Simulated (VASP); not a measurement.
# SiC (series) (F-43m) in VASP: a series of runs

SiC (series) is run at these levels: PBE; tasks: single point.

Program: VASP 6.6.1. These are calculated values, not measurements. Logs are shortened: lines on timing, memory, paths and dates and some standing lists are left out, and cuts for length are marked.

**1. The cell of the first run**

It takes space group F-43m (No. 216, cubic). The conventional cell has a = 4.358 Å, b = 4.358 Å, c = 4.358 Å, α = 90.00°, β = 90.00°, γ = 90.00°. Within 2.5 Å of Si (site symmetry -43m) lie 4 C at 1.89 Å. Within 2.5 Å of C (site symmetry -43m) lie 4 Si at 1.89 Å.

**2. Single point, PBE**

File INCAR:

```
PREC = Accurate
ENCUT = 600
EDIFF = 1E-6
ISMEAR = 0
SIGMA = 0.1
LREAL = False
LASPH = True
NELM = 120
ALGO = Normal
ISIF = 2
LWAVE = False
LCHARG = True
GGA = PE
LELF = True
LVHAR = True
NBANDS = 11
GGA_COMPAT = False
```

File KPOINTS:

```
Automatic mesh
0
Gamma
  8 8 8
```

File POSCAR:

```
SiC
1.0
    0.0000000000      2.1790000000      2.1790000000
    2.1790000000      0.0000000000      2.1790000000
    2.1790000000      2.1790000000      0.0000000000
Si C
1 1
Direct
    0.0000000000      0.0000000000      0.0000000000
    0.2500000000      0.2500000000      0.2500000000
```

Potentials or basis: VASP PAW PBE potentials, release 64 (Si, C).

Command:

```
$ cat potpaw_PBE.64/Si/POTCAR potpaw_PBE.64/C/POTCAR > POTCAR
$ mpirun -np 1 vasp_std > vasp.out
```

OUTCAR:

```text
PREC = Accurate
   ENCUT = 600
   EDIFF = 1E-6
   ISMEAR = 0
   LREAL = False
   LASPH = True
   NELM = 120
   ISIF = 2
   GGA = PE

 ion  position               nearest neighbor table
   1  0.000  0.000  0.000-   2 1.89   2 1.89   2 1.89   2 1.89
   2  0.250  0.250  0.250-   1 1.89   1 1.89   1 1.89   1 1.89

  LATTYP: Found a face centered cubic cell.
 ALAT       =     4.3580000000

  Lattice vectors:

 A1 = (   0.0000000000,   2.1790000000,   2.1790000000)
 A2 = (   2.1790000000,   0.0000000000,   2.1790000000)
 A3 = (   2.1790000000,   2.1790000000,   0.0000000000)

Analysis of symmetry for initial positions (statically):
=====================================================================
 Subroutine PRICEL returns:
 Original cell was already a primitive cell.

 Routine SETGRP: Setting up the symmetry group for a
 face centered cubic supercell.

 Subroutine GETGRP returns: Found 24 space group operations
 (whereof 24 operations were pure point group operations)
 out of a pool of 48 trial point group operations.

The static configuration has the point symmetry T_d .

Analysis of symmetry for dynamics (positions and initial velocities):
=====================================================================
 Subroutine PRICEL returns:
 Original cell was already a primitive cell.

 Routine SETGRP: Setting up the symmetry group for a
 face centered cubic supercell.

 Subroutine GETGRP returns: Found 24 space group operations
 (whereof 24 operations were pure point group operations)
 out of a pool of 48 trial point group operations.

The dynamic configuration has the point symmetry T_d .

 Subroutine INISYM returns: Found 24 space group operations
 (whereof 24 operations are pure point group operations),
 and found     1 'primitive' translations

----------------------------------------------------------------------------------------

                                     Primitive cell

  volume of cell :      20.6920

  direct lattice vectors                    reciprocal lattice vectors
     0.000000000  2.179000000  2.179000000    -0.229463056  0.229463056  0.229463056
     2.179000000  0.000000000  2.179000000     0.229463056 -0.229463056  0.229463056
     2.179000000  2.179000000  0.000000000     0.229463056  0.229463056 -0.229463056

  length of vectors
     3.081571352  3.081571352  3.081571352     0.397441672  0.397441672  0.397441672

[... 87 lines left out ...]
   ISYM   =      2    0-nonsym 1-usesym 2-fastsym
   POTIM  = 0.5000    time-step for ionic-motion
   TEBEG  =    0.0;   TEEND  =   0.0 temperature during run
   PSTRESS=    0.0 pullay stress
   NELECT =       8.0000    total number of electrons
   NUPDOWN=      -1.0000    fix difference up-down
   EMIN   =  10.00;   EMAX   =-10.00  energy-range for DOS
   EFERMI =   0.00;   METHOD = LEGACY
   ISMEAR =     0;   SIGMA  =   0.10  broadening in eV -4-tet -1-fermi 0-gaus
   EFERMI_NEDOS =   21; number of points for ismear=-14 and -15
   IALGO  =     38    algorithm
   IMIX   =      4    mixing-type and parameters
     AMIX     =   0.40;   BMIX     =  1.00
     AMIX_MAG =   1.60;   BMIX_MAG =  1.00
  volume/ion in A,a.u.               =      10.35        69.82
  Fermi-wavevector in a.u.,A,eV,Ry     =   1.192626  2.253736 19.352338  1.422357
  Thomas-Fermi vector in A             =   2.328660
   LORBIT       =      0    0 simple, 1 ext, 2 COOP (PROOUT), +10 PAW based schemes
   GGA     = PE    functional components
   LHFCALC =     F    Hartree Fock is set to
   AEXX    =    0.0000 exact exchange contribution
   IVDW    =     0    specifies the selected vdW correction
   LEPSILON=     F    determine dielectric tensor
   LRPA    =     F    only Hartree local field effects (RPA)
 non-spin polarized calculation
 Gauss-broadening in eV      SIGMA  =   0.10
  energy-cutoff  :      600.00
  volume of cell :       20.69
 maximum number of plane-waves:       701
 NGX is ok and might be reduce to    28
   NGX = 13   NGY = 13   NGZ = 13

 number of electron       8.0000000 magnetization

 Free energy of the ion-electron system (eV)
  ---------------------------------------------------
  ext. energy  EPLUGINS =         0.00000000
  ---------------------------------------------------
  free energy    TOTEN  =       -15.05806667 eV

  energy without entropy =      -15.05806667  energy(sigma->0) =      -15.05806667

 E-fermi :   8.6411     XC(G=0): -11.3559

 val. band max:        8.1072456161   @ k =   0.0000   0.0000   0.0000
 cond. band min:       9.4637677077   @ k =   0.5000   0.5000   0.0000
 fundamental gap:      1.3565220916
 Fermi energy:         8.6410868484

 k-point     1 :       0.0000    0.0000    0.0000
  band No.  band energies     occupation
      1      -7.2963      2.00000
      2       8.1072      2.00000
      3       8.1072      2.00000
      4       8.1072      2.00000
      5      14.3405      0.00000
      6      15.4145      0.00000
      7      15.4145      0.00000
      8      15.4145      0.00000
      9      22.6138      0.00000
     10      22.6138      0.00000
     11      24.5875      0.00000
[... 309 lines left out ...]
 k-point    24 :      -0.3750    0.2500    0.1250
  band No.  band energies     occupation
      1      -3.0815      2.00000
      2       0.2809      2.00000
      3       4.3998      2.00000
      4       5.8497      2.00000
      5      13.3553      0.00000
      6      15.3831      0.00000
      7      18.2561      0.00000
      8      19.1076      0.00000
      9      21.5306      0.00000
     10      24.3299      0.00000
     11      27.4340      0.00000

 [... further k-points ...]

------------------------ aborting loop because EDIFF is reached ----------------------------------------

  FORCE on cell =-STRESS in cart. coord.  units (eV):
  Direction    XX          YY          ZZ          XY          YZ          ZX
  --------------------------------------------------------------------------------------
  -------------------------------------------------------------------------------------
  Total        0.3978619      0.3978619      0.3978619      0.0000000      0.0000000      0.0000000
  in kB       30.8064181     30.8064181     30.8064181      0.0000000      0.0000000      0.0000000
  external PRESSURE =      30.8064181 kB  Pullay stress =       0.0000000 kB

 VOLUME and BASIS-vectors are now :
 -----------------------------------------------------------------------------
  energy-cutoff  :      600.00
  volume of cell :       20.69
      direct lattice vectors                 reciprocal lattice vectors
     0.000000000  2.179000000  2.179000000    -0.229463056  0.229463056  0.229463056
     2.179000000  0.000000000  2.179000000     0.229463056 -0.229463056  0.229463056
     2.179000000  2.179000000  0.000000000     0.229463056  0.229463056 -0.229463056

 POSITION                                       TOTAL-FORCE (eV/Angst)
 -----------------------------------------------------------------------------------
      0.00000      0.00000      0.00000         0.000000      0.000000      0.000000
      1.08950      1.08950      1.08950        -0.000000     -0.000000     -0.000000
 -----------------------------------------------------------------------------------
    total drift:                               -0.000000     -0.000000     -0.000000

  FREE ENERGIE OF THE ION-ELECTRON SYSTEM (eV)
  ---------------------------------------------------
  free  energy   TOTEN  =       -15.0580666676 eV

  energy  without entropy=      -15.0580666676  energy(sigma->0) =      -15.05806667
```

Wall time 12 s (1 thread of AMD EPYC 7R43 (Zen 3), shared host); peak memory 0.12 GiB.

What came out:

- Free energy: -15.0581 eV
- Pressure: 3.1 GPa
- Band gap on the k mesh: 1.36 eV, indirect (least direct gap 4.54 eV)

**3. Single point, PBE**

File INCAR:

```
  PREC = Accurate
  ENCUT = 600
  EDIFF = 1E-6
  ISMEAR = 0
  SIGMA = 0.02
  LREAL = F
  LASPH = T
  NELM = 120
  ALGO = Normal
  ISIF = 2
  LWAVE = F
  LCHARG = F
  GGA = PE
  NBANDS = 11
  GGA_COMPAT = F
```

KPOINTS is that of step 2.

POSCAR is that of step 2.

Potentials or basis: VASP PAW PBE potentials, release 64 (Si, C).

Command:

```
$ cat potpaw_PBE.64/Si/POTCAR potpaw_PBE.64/C/POTCAR > POTCAR
$ mpirun -np 1 vasp_std > vasp.out
```

Run time: 11 s. Hardware: 1 thread of AMD EPYC 7R43 (Zen 3), shared host; peak memory 0.11 GiB.

Results (log left out):

| Item | Value |
| --- | --- |
| Free energy | -15.0581 eV |
| Pressure | 3.1 GPa |
| Band gap on the k mesh | 1.36 eV, indirect (least direct gap 4.54 eV) |

Levels at points of the mesh, in eV from the valence-band top:
| k point | band 1 | band 2 | band 3 | band 4 | band 5 | band 6 | band 7 | band 8 | band 9 |
| --- | --- | --- | --- | --- | --- | --- | --- | --- | --- |
| (0.00, 0.00, 0.00) | -15.40 | 0.00 | 0.00 | 0.00 | 6.23 | 7.31 | 7.31 | 7.31 | 14.51 |
| (0.50, 0.00, 0.00) | -11.84 | -8.53 | -1.05 | -1.05 | 5.43 | 7.23 | 7.23 | 10.05 | 16.20 |
| (0.50, 0.50, 0.00) | -10.39 | -7.79 | -3.19 | -3.19 | 1.36 | 4.32 | 14.03 | 14.03 | 14.78 |
